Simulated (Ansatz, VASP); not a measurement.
Gd in VASP and in Ansatz

File INCAR:

```
SYSTEM = Gd
PREC = Accurate
ENCUT = 600
EDIFF = 1E-6
ISMEAR = -1
SIGMA = 0.08
LREAL = .False.
LASPH = .True.
NELM = 200
ALGO = Normal
ISIF = 2
LWAVE = .False.
LCHARG = .False.
ISPIN = 2
MAGMOM = 7
LORBIT = 11
LMAXMIX = 6
GGA = PS
NBANDS = 19
GGA_COMPAT = .False.
```

File KPOINTS:

```
regular mesh
0
Gamma
  14 14 14
  0 0 0
```

Contents of POSCAR:

```
Gd
1.0
   -1.9783223571      1.9783223571      1.9783223571
    1.9783223571     -1.9783223571      1.9783223571
    1.9783223571      1.9783223571     -1.9783223571
Gd
1
Direct
    0.0000000000      0.0000000000      0.0000000000
```

Input for Ansatz:

```yaml
crystal:
  lattice:
    - [-1.9783223571, 1.9783223571, 1.9783223571]
    - [1.9783223571, -1.9783223571, 1.9783223571]
    - [1.9783223571, 1.9783223571, -1.9783223571]
  atoms:
    - { symbol: Gd, position: [0.0, 0.0, 0.0], spin: 7.0 }
magnetization:
  spin_polarized: true
kpoints:
  mp_grid: { grid: [14, 14, 14] }
  band_path:
    path:
      - [0.0, 0.0, 0.0]
      - [0.5, -0.5, 0.5]
      - [0.0, 0.0, 0.5]
      - [0.0, 0.0, 0.0]
      - [0.25, 0.25, 0.25]
      - [0.5, -0.5, 0.5]
      - [0.25, 0.25, 0.25]
      - [0.0, 0.0, 0.5]
    npoints: 14
scf:
  occupations: { method: fermi_dirac, width: 0.08 }
hamiltonian:
  xc: pbesol
  pseudopotentials: { kind: all_electron, lapw: { basis_error: 0.001 } }
output:
  forces: true
  stress: true
  eigenvalues: true
  populations: true
  dos: { projected: true, de: 0.2, e_range: [-14, 8] }
```

Alike in both runs: task single point; functional PBEsol; k mesh 14 × 14 × 14; occupations fermi-dirac, width 0.08 eV; collinear spin.

|  | VASP | Ansatz |
| --- | --- | --- |
| version | VASP 6.6.1 | Ansatz 0.2.0 |
| potentials or method | VASP PAW PBE potentials, release 64 (Gd), cutoff 600 eV | all-electron LAPW, scalar-relativistic |

```tsv
	VASP	Ansatz	Ansatz less VASP
pressure (GPa)	0.4	0.0	-0.35
net moment per atom (μB)	7.60	7.60	-0.002
size of the moment on the site where the two differ most (μB)	7.01	7.43	+0.423
```

VASP's potentials were made for PBE, not for PBEsol. Site moments also hang on the region over which each program counts them. Ansatz ran all-electron here, and VASP with PAW potentials.

Neither program's run includes spin-orbit coupling.
